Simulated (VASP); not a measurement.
# Cu (Pm-3m) in VASP: notebook

Cu is run at these levels: PBE; tasks: single point.

Everything below comes from runs of VASP 6.6.1. Logs are shortened: lines on timing, memory, paths and dates and some standing lists are left out, and cuts for length are marked.

## 1. The cell of the first run

It takes space group Pm-3m (No. 221, cubic). Conventional cell: a = 2.407 Å, b = 2.407 Å, c = 2.407 Å, α = 90.00°, β = 90.00°, γ = 90.00°. Within 3.2 Å of Cu (site symmetry m-3m) lie 6 Cu at 2.41 Å.

## 2. Single point, PBE

INCAR

```
SYSTEM = Cu
ALGO = Normal ; EDIFF = 1E-6
ENCUT = 520 ; GGA = PE
ISIF = 2 ; ISMEAR = -1
LASPH = .TRUE. ; LCHARG = .FALSE.
LREAL = .FALSE. ; LWAVE = .FALSE.
NBANDS = 12 ; NELM = 60
PREC = Accurate ; SIGMA = 0.06122561905347299
```

KPOINTS

```
k-points
0
G
  15 15 15
  0 0 0
```

POSCAR

```
Cu
1.0
    2.4070165040      0.0000000000      0.0000000000
    0.0000000000      2.4070165040      0.0000000000
    0.0000000000      0.0000000000      2.4070165040
Cu
1
Direct
    0.0000000000      0.0000000000      0.0000000000
```

Potentials or basis: VASP PAW PBE potentials, release 64 (Cu).

The run is started by

```bash
cat potpaw_PBE.64/Cu/POTCAR > POTCAR
mpirun -np 1 vasp_std > vasp.out
```

OUTCAR:

```text
SYSTEM = Cu
   EDIFF = 1E-6
   ENCUT = 520
   GGA = PE
   ISIF = 2
   ISMEAR = -1
   LASPH = .TRUE.
   LREAL = .FALSE.
   NELM = 60
   PREC = Accurate

 ion  position               nearest neighbor table
   1  0.000  0.000  0.000-

  LATTYP: Found a simple cubic cell.
 ALAT       =     2.4070165040

  Lattice vectors:

 A1 = (   2.4070165040,   0.0000000000,   0.0000000000)
 A2 = (   0.0000000000,   2.4070165040,   0.0000000000)
 A3 = (   0.0000000000,   0.0000000000,   2.4070165040)

Analysis of symmetry for initial positions (statically):
=====================================================================
 Subroutine PRICEL returns:
 Original cell was already a primitive cell.

 Routine SETGRP: Setting up the symmetry group for a
 simple cubic supercell.

 Subroutine GETGRP returns: Found 48 space group operations
 (whereof 48 operations were pure point group operations)
 out of a pool of 48 trial point group operations.

The static configuration has the point symmetry O_h .

Analysis of symmetry for dynamics (positions and initial velocities):
=====================================================================
 Subroutine PRICEL returns:
 Original cell was already a primitive cell.

 Routine SETGRP: Setting up the symmetry group for a
 simple cubic supercell.

 Subroutine GETGRP returns: Found 48 space group operations
 (whereof 48 operations were pure point group operations)
 out of a pool of 48 trial point group operations.

The dynamic configuration has the point symmetry O_h .

 Subroutine INISYM returns: Found 48 space group operations
 (whereof 48 operations are pure point group operations),
 and found     1 'primitive' translations

----------------------------------------------------------------------------------------

                                     Primitive cell

  volume of cell :      13.9456

  direct lattice vectors                    reciprocal lattice vectors
     2.407016504  0.000000000  0.000000000     0.415452075  0.000000000  0.000000000
     0.000000000  2.407016504  0.000000000     0.000000000  0.415452075  0.000000000
     0.000000000  0.000000000  2.407016504     0.000000000  0.000000000  0.415452075

  length of vectors
     2.407016504  2.407016504  2.407016504     0.415452075  0.415452075  0.415452075

  position of ions in fractional coordinates (direct lattice)
     0.000000000  0.000000000  0.000000000

  ion indices of the primitive-cell ions
   primitive index   ion index
                 1           1
[... 73 lines left out ...]
   LREAL  =      F    real-space projection
   EDIFFG = 0.1E-04   stopping-criterion for IOM
   NSW    =      0    number of steps for IOM
   IBRION =     -1    ionic relax: 0-MD 1-quasi-New 2-CG
   NFREE  =      0    steps in history (QN), initial steepest desc. (CG)
   ISIF   =      2    stress and relaxation
   ISYM   =      2    0-nonsym 1-usesym 2-fastsym
   POTIM  = 0.5000    time-step for ionic-motion
   TEBEG  =    0.0;   TEEND  =   0.0 temperature during run
   PSTRESS=    0.0 pullay stress
   NELECT =      11.0000    total number of electrons
   NUPDOWN=      -1.0000    fix difference up-down
   EMIN   =  10.00;   EMAX   =-10.00  energy-range for DOS
   EFERMI =   0.00;   METHOD = LEGACY
   ISMEAR =    -1;   SIGMA  =   0.06  broadening in eV -4-tet -1-fermi 0-gaus
   EFERMI_NEDOS =   21; number of points for ismear=-14 and -15
   IALGO  =     38    algorithm
   IMIX   =      4    mixing-type and parameters
     AMIX     =   0.40;   BMIX     =  1.00
     AMIX_MAG =   1.60;   BMIX_MAG =  1.00
  volume/ion in A,a.u.               =      13.95        94.11
  Fermi-wavevector in a.u.,A,eV,Ry     =   1.512609  2.858416 31.129936  2.287986
  Thomas-Fermi vector in A             =   2.622510
   LORBIT       =      0    0 simple, 1 ext, 2 COOP (PROOUT), +10 PAW based schemes
   GGA     = PE    functional components
   LHFCALC =     F    Hartree Fock is set to
   AEXX    =    0.0000 exact exchange contribution
   IVDW    =     0    specifies the selected vdW correction
   LEPSILON=     F    determine dielectric tensor
   LRPA    =     F    only Hartree local field effects (RPA)
 non-spin polarized calculation
  energy-cutoff  :      520.00
  volume of cell :       13.95
 maximum number of plane-waves:       389
 NGX is ok and might be reduce to    18
   NGX =  9   NGY =  9   NGZ =  9

 number of electron      11.0000015 magnetization

 Free energy of the ion-electron system (eV)
  ---------------------------------------------------
  ext. energy  EPLUGINS =         0.00000000
  ---------------------------------------------------
  free energy    TOTEN  =        -3.26860601 eV

  energy without entropy =       -3.26557753  energy(sigma->0) =       -3.26709177

 E-fermi :   5.4881     XC(G=0): -11.7035

 val. band max:        5.4421883300   @ k =   0.4000   0.2667   0.0667
 cond. band min:       5.7181744996   @ k =   0.4000   0.2000   0.2000
 fundamental gap:      0.2759861697
 Fermi energy:         5.4880699375

 k-point     1 :       0.0000    0.0000    0.0000
  band No.  band energies     occupation
      1      -2.4303      2.00000
      2       1.7845      2.00000
      3       1.7845      2.00000
      4       4.2540      2.00000
      5       4.2540      2.00000
      6       4.2540      2.00000
      7      23.0790      0.00000
      8      23.0790      0.00000
      9      23.0790      0.00000
     10      26.4822      0.00000
     11      26.4822      0.00000
     12      30.2258      0.00000
[... 331 lines left out ...]
 k-point    24 :       0.3333    0.2000    0.0000
  band No.  band energies     occupation
      1       0.9844      2.00000
      2       2.2674      2.00000
      3       2.8316      2.00000
      4       3.7177      2.00000
      5       3.9754      2.00000
      6       4.0551      2.00000
      7      12.0154      0.00000
      8      19.1412      0.00000
      9      27.2373      0.00000
     10      27.9635      0.00000
     11      29.5377      0.00000
     12      36.6883      0.00000

 [... further k-points ...]
[... 5 lines left out ...]
  --------------------------------------------------------------------------------------
  -------------------------------------------------------------------------------------
  Total        0.0418577      0.0418577      0.0418577      0.0000000      0.0000000      0.0000000
  in kB        4.8089357      4.8089357      4.8089357      0.0000000      0.0000000      0.0000000
  external PRESSURE =       4.8089357 kB  Pullay stress =       0.0000000 kB

 VOLUME and BASIS-vectors are now :
 -----------------------------------------------------------------------------
  energy-cutoff  :      520.00
  volume of cell :       13.95
      direct lattice vectors                 reciprocal lattice vectors
     2.407016504  0.000000000  0.000000000     0.415452075  0.000000000  0.000000000
     0.000000000  2.407016504  0.000000000     0.000000000  0.415452075  0.000000000
     0.000000000  0.000000000  2.407016504     0.000000000  0.000000000  0.415452075

 POSITION                                       TOTAL-FORCE (eV/Angst)
 -----------------------------------------------------------------------------------
      0.00000      0.00000      0.00000         0.000000      0.000000      0.000000
 -----------------------------------------------------------------------------------
    total drift:                               -0.000000      0.000000      0.000000

  FREE ENERGIE OF THE ION-ELECTRON SYSTEM (eV)
  ---------------------------------------------------
  free  energy   TOTEN  =        -3.2686060081 eV

  energy  without entropy=       -3.2655775344  energy(sigma->0) =       -3.26709177
```

Run time: 7.5 s. Hardware: 1 thread of Intel Xeon 6975P-C, shared host; peak memory 0.13 GiB.

What came out:

```
Free energy : -3.2686 eV
Pressure    : 0.5 GPa
```

(Continued in part 2 of 2.)
